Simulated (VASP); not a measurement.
# AlN (R3m) in VASP: a series of runs

The runs below take AlN through single point, with PBEsol.

All numbers are computed with VASP 6.6.1; they aren't measurements. Logs are shortened: lines on timing, memory, paths and dates and some standing lists are left out, and cuts for length are marked.

### 1 The cell of the first run

It takes space group R3m (No. 160, trigonal). The conventional cell has a = 2.754 Å, b = 2.754 Å, c = 9.513 Å, α = 90.00°, β = 90.00°, γ = 120.00°. Within 2.4 Å of Al (site symmetry 3m) lie 4 N at 1.78 to 2.38 Å. Within 2.4 Å of N (site symmetry 3m) lie 4 Al at 1.78 to 2.38 Å.

### 2 Single point, PBEsol

INCAR reads:

```
PREC = Accurate
ENCUT = 520
EDIFF = 1E-6
ISMEAR = 0
SIGMA = 0.05
LREAL = F
LASPH = T
NELM = 100
ALGO = Normal
ISIF = 2
LWAVE = F
LCHARG = F
GGA = PS
NBANDS = 11
```

KPOINTS reads:

```
Automatic mesh
0
Gamma
  10 10 10
```

POSCAR reads:

```
AlN
1.0
    0.5323585663      2.4800118576      2.4800118576
    2.4800118576      0.5323585663      2.4800118576
    2.4800118576      2.4800118576      0.5323585663
Al N
1 1
Direct
    0.0000000000      0.0000000000      0.0000000000
    0.7500000000      0.7500000000      0.7500000000
```

Potentials or basis: VASP PAW PBE potentials, release 64 (Al, N).

On the command line:

```
$ cat potpaw_PBE.64/Al/POTCAR potpaw_PBE.64/N/POTCAR > POTCAR
$ mpirun -np 1 vasp_std > vasp.out
```

OUTCAR:

```text
PREC = Accurate
   ENCUT = 520
   EDIFF = 1E-6
   ISMEAR = 0
   LREAL = F
   LASPH = T
   NELM = 100
   ISIF = 2
   GGA = PS

 ion  position               nearest neighbor table
   1  0.000  0.000  0.000-   2 1.78   2 1.78   2 1.78   2 2.38
   2  0.750  0.750  0.750-   1 1.78   1 1.78   1 1.78   1 2.38

  LATTYP: Found a trigonal (rhomboedric) cell.
 ALAT       =     3.5474389735
 COS(alpha) =     0.6985651702

  Lattice vectors:

 A1 = (   0.5323585663,   2.4800118576,   2.4800118576)
 A2 = (   2.4800118576,   0.5323585663,   2.4800118576)
 A3 = (   2.4800118576,   2.4800118576,   0.5323585663)

Analysis of symmetry for initial positions (statically):
=====================================================================
 Subroutine PRICEL returns:
 Original cell was already a primitive cell.

 Routine SETGRP: Setting up the symmetry group for a
 trigonal (rhombohedral) supercell.

 Subroutine GETGRP returns: Found  6 space group operations
 (whereof  6 operations were pure point group operations)
 out of a pool of 12 trial point group operations.

The static configuration has the point symmetry C_3v.

Analysis of symmetry for dynamics (positions and initial velocities):
=====================================================================
 Subroutine PRICEL returns:
 Original cell was already a primitive cell.

 Routine SETGRP: Setting up the symmetry group for a
 trigonal (rhombohedral) supercell.

 Subroutine GETGRP returns: Found  6 space group operations
 (whereof  6 operations were pure point group operations)
 out of a pool of 12 trial point group operations.

The dynamic configuration has the point symmetry C_3v.

 Subroutine INISYM returns: Found  6 space group operations
 (whereof  6 operations are pure point group operations),
 and found     1 'primitive' translations

----------------------------------------------------------------------------------------

                                     Primitive cell

  volume of cell :      20.8345

  direct lattice vectors                    reciprocal lattice vectors
     0.532358566  2.480011858  2.480011858    -0.281602151  0.231836254  0.231836254
     2.480011858  0.532358566  2.480011858     0.231836254 -0.281602151  0.231836254
     2.480011858  2.480011858  0.532358566     0.231836254  0.231836254 -0.281602151

  length of vectors
     3.547438974  3.547438974  3.547438974     0.432198877  0.432198877  0.432198877

  position of ions in fractional coordinates (direct lattice)
     0.000000000  0.000000000  0.000000000
     0.750000000  0.750000000  0.750000000

  ion indices of the primitive-cell ions
   primitive index   ion index
                 1           1
                 2           2

----------------------------------------------------------------------------------------

 KPOINTS: Automatic mesh

Automatic generation of k-mesh.
 Grid dimensions read from file:
 generate k-points for:   10   10   10

 Generating k-lattice:

  Cartesian coordinates                     Fractional coordinates (reciprocal lattice)
    -0.028160215  0.023183625  0.023183625     0.100000000  0.000000000  0.000000000
     0.023183625 -0.028160215  0.023183625     0.000000000  0.100000000  0.000000000
     0.023183625  0.023183625 -0.028160215     0.000000000  0.000000000  0.100000000

  Length of vectors
     0.043219888  0.043219888  0.043219888

  Shift w.r.t. Gamma in fractional coordinates (k-lattice)
     0.000000000  0.000000000  0.000000000

 Subroutine IBZKPT returns following result:
 ===========================================

 Found    116 irreducible k-points:

 Following reciprocal coordinates:
            Coordinates               Weight
  0.000000  0.000000  0.000000      1.000000
  0.100000 -0.000000 -0.000000      6.000000
  0.200000 -0.000000 -0.000000      6.000000
  0.300000  0.000000  0.000000      6.000000
  0.400000  0.000000  0.000000      6.000000
  0.500000  0.000000 -0.000000      3.000000
[... 16 lines left out ...]
  0.300000  0.300000  0.000000      6.000000
  0.400000  0.300000 -0.000000     12.000000
 [... further k-points ...]
   k-points           NKPTS =    116   k-points in BZ     NKDIM =    116   number of bands    NBANDS=     11
   number of dos      NEDOS =    301   number of ions     NIONS =      2
   total plane-waves  NPLWV =  21952
   dimension x,y,z NGX =    28 NGY =   28 NGZ =   28
   dimension x,y,z NGXF=    56 NGYF=   56 NGZF=   56
   ions per type =               1   1
   NGX,Y,Z   is equivalent  to a cutoff of  13.12, 13.12, 13.12 a.u.
   NGXF,Y,Z  is equivalent  to a cutoff of  26.24, 26.24, 26.24 a.u.
 SYSTEM =  unknown system
   PREC   = accura    normal or accurate (medium, high low for compatibility)
   ISTART =      0    job   : 0-new  1-cont  2-samecut
   ICHARG =      2    charge: 1-file 2-atom 10-const
   ISPIN  =      1    spin polarized calculation?
   LNONCOLLINEAR =      F non collinear calculations
   LSORBIT =      F    spin-orbit coupling
   LASPH  =      T    aspherical Exc in radial PAW
   ENCUT  =  520.0 eV  38.22 Ry    6.18 a.u.   6.60  6.60  6.60*2*pi/ulx,y,z
   NELM   =    100;   NELMIN=  2; NELMDL= -5     # of ELM steps
   EDIFF  = 0.1E-05   stopping-criterion for ELM
   LREAL  =      F    real-space projection
   EDIFFG = 0.1E-04   stopping-criterion for IOM
   NSW    =      0    number of steps for IOM
   IBRION =     -1    ionic relax: 0-MD 1-quasi-New 2-CG
   NFREE  =      0    steps in history (QN), initial steepest desc. (CG)
   ISIF   =      2    stress and relaxation
   ISYM   =      2    0-nonsym 1-usesym 2-fastsym
   POTIM  = 0.5000    time-step for ionic-motion
   TEBEG  =    0.0;   TEEND  =   0.0 temperature during run
   PSTRESS=    0.0 pullay stress
   NELECT =       8.0000    total number of electrons
   NUPDOWN=      -1.0000    fix difference up-down
   EMIN   =  10.00;   EMAX   =-10.00  energy-range for DOS
   EFERMI =   0.00;   METHOD = LEGACY
   ISMEAR =     0;   SIGMA  =   0.05  broadening in eV -4-tet -1-fermi 0-gaus
   EFERMI_NEDOS =   21; number of points for ismear=-14 and -15
   IALGO  =     38    algorithm
   IMIX   =      4    mixing-type and parameters
     AMIX     =   0.40;   BMIX     =  1.00
     AMIX_MAG =   1.60;   BMIX_MAG =  1.00
  volume/ion in A,a.u.               =      10.42        70.30
  Fermi-wavevector in a.u.,A,eV,Ry     =   1.189899  2.248583 19.263943  1.415860
  Thomas-Fermi vector in A             =   2.325996
   LORBIT       =      0    0 simple, 1 ext, 2 COOP (PROOUT), +10 PAW based schemes
   GGA     = PS    functional components
   LHFCALC =     F    Hartree Fock is set to
   AEXX    =    0.0000 exact exchange contribution
   IVDW    =     0    specifies the selected vdW correction
   LEPSILON=     F    determine dielectric tensor
   LRPA    =     F    only Hartree local field effects (RPA)
 non-spin polarized calculation
 Gauss-broadening in eV      SIGMA  =   0.05
  energy-cutoff  :      520.00
  volume of cell :       20.83
 maximum number of plane-waves:       570
 NGX is ok and might be reduce to    28

 number of electron       8.0000000 magnetization

 Free energy of the ion-electron system (eV)
  ---------------------------------------------------
  ext. energy  EPLUGINS =         0.00000000
  ---------------------------------------------------
  free energy    TOTEN  =       -13.62381059 eV

  energy without entropy =      -13.62368484  energy(sigma->0) =      -13.62374772

 E-fermi :   7.0272     XC(G=0): -11.0822

 val. band max:        6.9913399483   @ k =   0.0000   0.0000   0.0000
 cond. band min:       7.4178432080   @ k =   0.1000  -0.0000  -0.0000
 fundamental gap:      0.4265032597
 Fermi energy:         7.0272045420

 k-point     1 :       0.0000    0.0000    0.0000
  band No.  band energies     occupation
      1      -9.2990      2.00000
      2       4.1340      2.00000
      3       6.5998      2.00000
      4       6.9913      1.68961
      5       6.9913      1.68961
      6      17.8492      0.00000
      7      21.9407      0.00000
      8      21.9407      0.00000
      9      22.6981      0.00000
     10      24.2934      0.00000
     11      24.2934      0.00000

 k-point     2 :       0.1000   -0.0000   -0.0000
  band No.  band energies     occupation
      1      -9.1134      2.00000
      2       4.0766      2.00000
      3       5.9304      2.00000
      4       6.8710      1.99999
      5       7.4178      0.00000
      6      18.1795      0.00000
      7      20.6496      0.00000
      8      21.5151      0.00000
      9      21.7980      0.00000
     10      23.8992      0.00000
     11      24.8972      0.00000

 k-point     3 :       0.2000   -0.0000   -0.0000
  band No.  band energies     occupation
      1      -8.5816      2.00000
      2       3.7289      2.00000
      3       4.7999      2.00000
      4       6.5747      2.00000
      5       8.2890      0.00000
      6      17.3106      0.00000
      7      19.6383      0.00000
      8      20.3605      0.00000
      9      20.7676      0.00000
     10      24.2820      0.00000
     11      24.8653      0.00000

 k-point     4 :       0.3000    0.0000    0.0000
  band No.  band energies     occupation
      1      -7.7948      2.00000
      2       2.3424      2.00000
      3       4.5918      2.00000
      4       6.2397      2.00000
      5       9.3796      0.00000
      6      15.2745      0.00000
      7      18.1649      0.00000
      8      19.6738      0.00000
      9      20.9154      0.00000
     10      24.6745      0.00000
     11      26.9125      0.00000
[... 239 lines left out ...]
 k-point    22 :      -0.2000    0.2000    0.0000
  band No.  band energies     occupation
      1      -7.4395      2.00000
      2       2.3348      2.00000
      3       4.6547      2.00000
      4       5.3819      2.00000
      5       9.6462      0.00000
      6      14.8387      0.00000
      7      16.1127      0.00000
      8      19.4156      0.00000
      9      21.9801      0.00000
     10      25.2713      0.00000
     11      27.8104      0.00000

 k-point    23 :       0.3000    0.3000    0.0000
  band No.  band energies     occupation
      1      -7.6304      2.00000
      2       2.4314      2.00000
      3       3.6366      2.00000
      4       6.0225      2.00000
      5       9.8300      0.00000
      6      15.0360      0.00000
      7      17.4306      0.00000
      8      21.4505      0.00000
      9      21.9057      0.00000
     10      25.7570      0.00000
     11      27.7276      0.00000

 k-point    24 :       0.4000    0.3000   -0.0000
  band No.  band energies     occupation
      1      -7.0831      2.00000
      2       1.9403      2.00000
      3       3.5517      2.00000
      4       5.3548      2.00000
      5       9.7198      0.00000
      6      15.0881      0.00000
      7      17.1568      0.00000
      8      20.9077      0.00000
      9      22.0591      0.00000
     10      25.5137      0.00000
     11      27.9652      0.00000

 [... further k-points ...]
[... 5 lines left out ...]
  --------------------------------------------------------------------------------------
  -------------------------------------------------------------------------------------
  Total        3.6363124      3.6363124      3.6363124     -5.2816661     -5.2816661     -5.2816661
  in kB      279.6325415    279.6325415    279.6325415   -406.1602986   -406.1602986   -406.1602986
  external PRESSURE =     279.6325415 kB  Pullay stress =       0.0000000 kB

 VOLUME and BASIS-vectors are now :
 -----------------------------------------------------------------------------
  energy-cutoff  :      520.00
  volume of cell :       20.83
      direct lattice vectors                 reciprocal lattice vectors
     0.532358566  2.480011858  2.480011858    -0.281602151  0.231836254  0.231836254
     2.480011858  0.532358566  2.480011858     0.231836254 -0.281602151  0.231836254
     2.480011858  2.480011858  0.532358566     0.231836254  0.231836254 -0.281602151

 POSITION                                       TOTAL-FORCE (eV/Angst)
 -----------------------------------------------------------------------------------
      0.00000      0.00000      0.00000        -0.095756     -0.095756     -0.095756
      4.11929      4.11929      4.11929         0.095756      0.095756      0.095756
 -----------------------------------------------------------------------------------
    total drift:                                0.000155      0.000155      0.000155

  FREE ENERGIE OF THE ION-ELECTRON SYSTEM (eV)
  ---------------------------------------------------
  free  energy   TOTEN  =       -13.6238105949 eV

  energy  without entropy=      -13.6236848400  energy(sigma->0) =      -13.62374772
```

Wall time 34 s (1 thread of Intel Xeon 6975P-C, shared host); peak memory 0.16 GiB.

What came out:

* Free energy: -13.6238 eV
* Pressure: 28.0 GPa
* Largest force: 0.166 eV/Å
* Band gap on the k mesh: zero (filled and empty bands touch)

Forces in eV/Å, atoms in the order of the input:
```
Al  -0.096 -0.096 -0.096
N    0.096  0.096  0.096
```

Stress tensor (GPa, compression positive):
```
 27.96 -40.62 -40.62
-40.62  27.96 -40.62
-40.62 -40.62  27.96
```

Levels at points of the mesh, in eV from the Fermi level:
```tsv
k point	band 1	band 2	band 3	band 4	band 5	band 6	band 7	band 8
(0.00, 0.00, 0.00)	-16.33	-2.89	-0.43	-0.04	-0.04	10.82	14.91	14.91
(0.50, 0.00, 0.00)	-13.62	-6.73	-2.16	-1.13	3.94	5.83	9.79	11.70
(0.50, 0.50, 0.00)	-13.38	-6.13	-3.51	-1.44	1.34	8.74	9.34	14.41
(0.50, 0.50, 0.50)	-15.45	-7.84	-0.11	-0.11	6.27	9.92	13.84	13.84
```

Caveat: the PAW data sets were made with another functional, which shifts forces and pressure a little.

### 3 Single point, PBEsol

This run uses another cell than the first one, of the same volume but with other edges.

INCAR reads:

```
SYSTEM = AlN
  ALGO = Normal
  EDIFF = 1E-7
  ENCUT = 520
  GGA = PS
  ISIF = 2
  ISMEAR = 0
  LASPH = .True.
  LCHARG = .False.
  LREAL = .False.
  LWAVE = .False.
  NBANDS = 11
  NELM = 60
  PREC = Accurate
  SIGMA = 0.05
```

KPOINTS reads:

```
k-points
0
Gamma
  10 10 10
  0 0 0
```

POSCAR reads:

```
AlN
1.0
   -0.6905095173      1.8989011725      1.8989011725
    1.8989011725     -0.6905095173      1.8989011725
    1.8989011725      1.8989011725     -0.6905095173
Al N
1 1
Direct
    0.0000000000      0.0000000000      0.0000000000
    0.7500000000      0.7500000000      0.7500000000
```

Potentials or basis: VASP PAW PBE potentials, release 64 (Al, N).

On the command line:

```
$ cat potpaw_PBE.64/Al/POTCAR potpaw_PBE.64/N/POTCAR > POTCAR
$ mpirun -np 1 vasp_std > vasp.out
```

It used 12 s of CPU time on 1 thread of Intel Xeon 6975P-C, with other jobs on the host.

Results (log left out):

```
Free energy            : -8.5124 eV
Pressure               : 95.6 GPa
Largest force          : 30.311 eV/Å
Band gap on the k mesh : 1.04 eV, indirect (least direct gap 1.12 eV)
```

Forces on the atoms (eV/Å):
```
Al   17.500  17.500  17.500
N   -17.500 -17.500 -17.500
```

Stress tensor (GPa, compression positive):
```
 95.61 126.03 126.03
126.03  95.61 126.03
126.03 126.03  95.61
```

Levels at points of the mesh, in eV from the valence-band top:
```
           k point  band 2  band 3  band 4  band 5  band 6  band 7
(0.00, 0.00, 0.00)   -1.47   -1.47   -0.77    1.61    8.73    8.73
(0.50, 0.00, 0.00)   -7.27   -0.80   -0.09    5.53    6.93   10.71
(0.50, 0.50, 0.00)   -5.17   -4.82   -0.08    1.04    9.70   11.08
(0.50, 0.50, 0.50)   -3.68   -3.41   -3.41    4.55    5.47    5.47
```

Caveat: the PAW data sets were made with another functional, which shifts forces and pressure a little. A k mesh can miss the band edges.

[end of part 1 of 2]
